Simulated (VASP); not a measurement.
Crystal: SnTe.

```
Te Sn
1.0
     0.00000    3.61115    3.61115
     3.61115    0.00000    3.61115
     3.61115    3.61115    0.00000
Te Sn
1 1
Direct
  0.25000 0.25000 0.25000
  0.00000 0.00000 0.00000
```

Base run:

| Item | Value |
| --- | --- |
| Program | VASP 6.6.1 |
| Functional | HSE06 |
| Potentials or basis | VASP PAW PBE potentials, release 64 (Te, Sn_d) |
| Cutoff | 520 eV |
| k mesh | 4 × 4 × 4 |
| Occupations | fermi-dirac, width 0.05 eV |
| Spin | no spin polarisation |

Its results: band gap on the k mesh 0.37 eV (least direct gap 1.14 eV); pressure -0.7 GPa.

Question: The run is repeated on the same cell with these changes: functional from HSE06 to PBEsol; occupations from fermi-dirac, width 0.05 eV to fermi-dirac, width 0.03 eV. What comes out?

Answer: Band gap on the k mesh 0.05 eV (least direct gap 0.77 eV); pressure -1.7 GPa.

Caveats: the PAW data sets were made with another functional, which shifts forces and pressure a little; spin-orbit coupling is left out, which moves the levels of the heavy elements; semilocal functionals underestimate gaps, and a narrow one can read as zero (at least some runs).

A k mesh can miss the band edges.
